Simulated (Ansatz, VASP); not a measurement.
## KBr in VASP and in Ansatz

```
CELL_PARAMETERS angstrom
0.00000 3.29250 3.29250
3.29250 0.00000 3.29250
3.29250 3.29250 0.00000
ATOMIC_POSITIONS crystal
K 0.00000 0.00000 0.00000
Br 0.50000 0.50000 0.50000
```

Alike in both runs: task electric field gradients; functional LDA; k mesh 7 × 7 × 7; occupations fermi-dirac, width 0.01 eV; no spin polarisation.

```csv
,VASP,Ansatz
version,VASP 6.6.1,Ansatz 0.2.0
potentials or method,"VASP PAW LDA potentials, release 64 (K_sv, Br)","PAW with Ansatz's default frozen-core files, scalar-relativistic"
plane-wave cutoff (eV),520,420
valence electrons in the cell,16,16
```

Ansatz gave:

```
gap on the k mesh at the Fermi level (eV) : 4.05
pressure (GPa)                            : -1.6
```

Task: Which values does VASP return?

Result: gap on the k mesh at the Fermi level (eV): 4.06; pressure (GPa): -1.5.

LDA's correlation is that of Perdew and Zunger in VASP and of Perdew and Wang (1992) in Ansatz.
